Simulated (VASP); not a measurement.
# Pt (I4/mmm) in VASP: notebook, part 2 of 3

VASP 6.6.1. The steps go on from the part before.

## 3. Single point, PBEsol (strain +0.000 along x and y, +0.025 along z)

File INCAR:

```
SYSTEM = Pt
PREC = Accurate
ENCUT = 520
EDIFF = 1E-6
ISMEAR = 0
SIGMA = 0.15
LREAL = .False.
LASPH = .True.
NELM = 60
ALGO = Normal
ISIF = 2
LWAVE = .False.
LCHARG = .False.
GGA = PS
NBANDS = 11
```

File KPOINTS:

```
regular mesh
0
Gamma
  20 20 20
  0 0 0
```

File POSCAR:

```
Pt
1.0
    0.0000000000      1.9579000000      2.0068475000
    1.9579000000      0.0000000000      2.0068475000
    1.9579000000      1.9579000000      0.0000000000
Pt
1
Direct
    0.0000000000      0.0000000000      0.0000000000
```

Potentials or basis: VASP PAW PBE potentials, release 64 (Pt).

Started as:

```console
cat potpaw_PBE.64/Pt/POTCAR > POTCAR
mpirun -np 1 vasp_std > vasp.out
```

OUTCAR:

```text
SYSTEM = Pt
   PREC = Accurate
   ENCUT = 520
   EDIFF = 1E-6
   ISMEAR = 0
   LREAL = .False.
   LASPH = .True.
   NELM = 60
   ISIF = 2
   GGA = PS

 ion  position               nearest neighbor table
   1  0.000  0.000  0.000-

  LATTYP: Found a body centered tetragonal cell.
 ALAT       =     2.7688887338
 C/A-ratio  =     1.4495689014

  Lattice vectors:

 A1 = (  -1.9579000000,   0.0000000000,   2.0068475000)
 A2 = (   1.9579000000,   0.0000000000,   2.0068475000)
 A3 = (   0.0000000000,   1.9579000000,  -2.0068475000)

Analysis of symmetry for initial positions (statically):
=====================================================================
 Subroutine PRICEL returns:
 Original cell was already a primitive cell.

 Routine SETGRP: Setting up the symmetry group for a
 body centered tetragonal supercell.

 Subroutine GETGRP returns: Found 16 space group operations
 (whereof 16 operations were pure point group operations)
 out of a pool of 16 trial point group operations.

The static configuration has the point symmetry D_4h.

Analysis of symmetry for dynamics (positions and initial velocities):
=====================================================================
 Subroutine PRICEL returns:
 Original cell was already a primitive cell.

 Routine SETGRP: Setting up the symmetry group for a
 body centered tetragonal supercell.

 Subroutine GETGRP returns: Found 16 space group operations
 (whereof 16 operations were pure point group operations)
 out of a pool of 16 trial point group operations.

The dynamic configuration has the point symmetry D_4h.

 Subroutine INISYM returns: Found 16 space group operations
 (whereof 16 operations are pure point group operations),
 and found     1 'primitive' translations

----------------------------------------------------------------------------------------

                                     Primitive cell
[... 114 lines left out ...]
   GGA     = PS    functional components
   LHFCALC =     F    Hartree Fock is set to
   AEXX    =    0.0000 exact exchange contribution
   IVDW    =     0    specifies the selected vdW correction
   LEPSILON=     F    determine dielectric tensor
   LRPA    =     F    only Hartree local field effects (RPA)
 non-spin polarized calculation
 Gauss-broadening in eV      SIGMA  =   0.15
  energy-cutoff  :      520.00
  volume of cell :       15.39
 maximum number of plane-waves:       431
 NGX is ok and might be reduce to    24
   NGX = 11   NGY = 11   NGZ = 11

 number of electron      10.0000000 magnetization

 Free energy of the ion-electron system (eV)
  ---------------------------------------------------
  ext. energy  EPLUGINS =         0.00000000
  ---------------------------------------------------
  free energy    TOTEN  =        -6.96514837 eV

  energy without entropy =       -6.94469755  energy(sigma->0) =       -6.95492296

 E-fermi :  10.7182     XC(G=0): -13.5094

 val. band max:       10.7177220226   @ k =   0.4500   0.0000   0.0500
 cond. band min:      10.7184795193   @ k =   0.5000   0.1000   0.0000
 fundamental gap:      0.0007574966
 Fermi energy:        10.7182263625

 k-point     1 :       0.0000    0.0000    0.0000
  band No.  band energies     occupation
      1       0.6434      2.00000
      2       6.8434      2.00000
      3       7.1323      2.00000
      4       7.1323      2.00000
      5       8.9684      2.00000
      6       9.3064      2.00000
      7      25.4022      0.00000
      8      29.8319      0.00000
      9      30.4420      0.00000
     10      30.4420      0.00000
     11      35.4758      0.00000
[... 309 lines left out ...]
 k-point    24 :      -0.3500    0.0500    0.0000
  band No.  band energies     occupation
      1       3.5630      2.00000
      2       6.9785      2.00000
      3       7.3320      2.00000
      4       7.9184      2.00000
      5       9.9438      2.00000
      6      10.6372      1.55494
      7      19.5970      0.00000
      8      25.7740      0.00000
      9      29.8982      0.00000
     10      31.8139      0.00000
     11      35.6744      0.00000

 [... further k-points ...]

------------------------ aborting loop because EDIFF is reached ----------------------------------------

  FORCE on cell =-STRESS in cart. coord.  units (eV):
  Direction    XX          YY          ZZ          XY          YZ          ZX
  --------------------------------------------------------------------------------------
  -------------------------------------------------------------------------------------
  Total       -0.5373364     -0.5373364     -0.7838220      0.0000000      0.0000000      0.0000000
  in kB      -55.9540415    -55.9540415    -81.6211345      0.0000000      0.0000000      0.0000000
  external PRESSURE =     -64.5097392 kB  Pullay stress =       0.0000000 kB

 VOLUME and BASIS-vectors are now :
 -----------------------------------------------------------------------------
  energy-cutoff  :      520.00
  volume of cell :       15.39
      direct lattice vectors                 reciprocal lattice vectors
     0.000000000  1.957900000  2.006847500    -0.255375658  0.255375658  0.249146983
     1.957900000  0.000000000  2.006847500     0.255375658 -0.255375658  0.249146983
     1.957900000  1.957900000  0.000000000     0.255375658  0.255375658 -0.249146983

 POSITION                                       TOTAL-FORCE (eV/Angst)
 -----------------------------------------------------------------------------------
      0.00000      0.00000      0.00000         0.000000      0.000000      0.000000
 -----------------------------------------------------------------------------------
    total drift:                               -0.000000      0.000000     -0.000000

  FREE ENERGIE OF THE ION-ELECTRON SYSTEM (eV)
  ---------------------------------------------------
  free  energy   TOTEN  =        -6.9651483675 eV

  energy  without entropy=       -6.9446975546  energy(sigma->0) =       -6.95492296
```

Run time: 1.8 min. Hardware: 1 thread of Intel Xeon 8259CL, shared host; peak memory 0.24 GiB.

Results:

| Item | Value |
| --- | --- |
| Free energy | -6.9651 eV |
| Pressure | -6.5 GPa |
| Band gap on the k mesh | zero (bands 5 and 6 overlap by 2.28 eV) |

Stress tensor (GPa, compression positive):
```
-5.60  0.00  0.00
 0.00 -5.60  0.00
 0.00  0.00 -8.16
```

Caveat: the cell differs from its parent crystal (strain +0.000 along x and y, +0.025 along z); the cell stands under tension; the PAW data sets were made with another functional, which shifts forces and pressure a little; spin-orbit coupling is left out, which moves the levels of the heavy elements.

(Part 2 of 3 ends here.)
